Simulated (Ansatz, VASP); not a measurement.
One calculation of TiMoSe4, two programs

```
Ti Mo Se
1.0
     0.00000    3.90952    3.90952
     3.90952    0.00000    3.90952
     3.90952    3.90952    0.00000
Ti Mo Se
1 1 4
Direct
  0.75000 0.75000 0.75000
  0.00000 0.00000 0.00000
  0.87495 0.37502 0.37502
  0.37502 0.37502 0.37502
  0.37502 0.87495 0.37502
  0.37502 0.37502 0.87495
```

Change from the starting cell: species swapped into the Be4SiNi type (F-43m, No. 216).

Alike in both runs: functional PBE; k mesh 3 × 3 × 3; occupations gaussian, width 0.15 eV; collinear spin.

Ansatz relaxed the structure, and its values are those at the end. VASP's run is a single point on that final structure, the one shown.

|  | VASP | Ansatz |
| --- | --- | --- |
| version | VASP 6.6.1 | Ansatz 0.2.0 |
| potentials or method | VASP PAW PBE potentials, release 64 (Ti_sv, Mo_sv, Se), cutoff 520 eV | scalar-relativistic, plane waves, PAW |
| valence electrons in the cell | 50 | 90 |

|  | VASP | Ansatz | Ansatz less VASP |
| --- | --- | --- | --- |
| gap on the k mesh at the Fermi level (eV) | none | none | - |
| pressure (GPa) | -0.4 | -0.5 | -0.09 |
| rms of the force components (eV/Å) | 0.032 | 0.032 | -0.0001 |
| net moment per atom (μB) | 0.19 | 0.19 | +0.001 |
| size of the moment on the site where the two differ most (μB) | 0.80 | 0.87 | +0.067 |

Site moments also hang on the region over which each program counts them. A gap of «none» marks a metal or a gap that the smearing closes. VASP's potentials hold 50 valence electrons a cell and Ansatz's 90, so a difference there can come from the potentials and not from the codes. Ansatz's warnings: seeded moment not kept.

The k mesh is coarse, so the values compare programs but aren't converged.
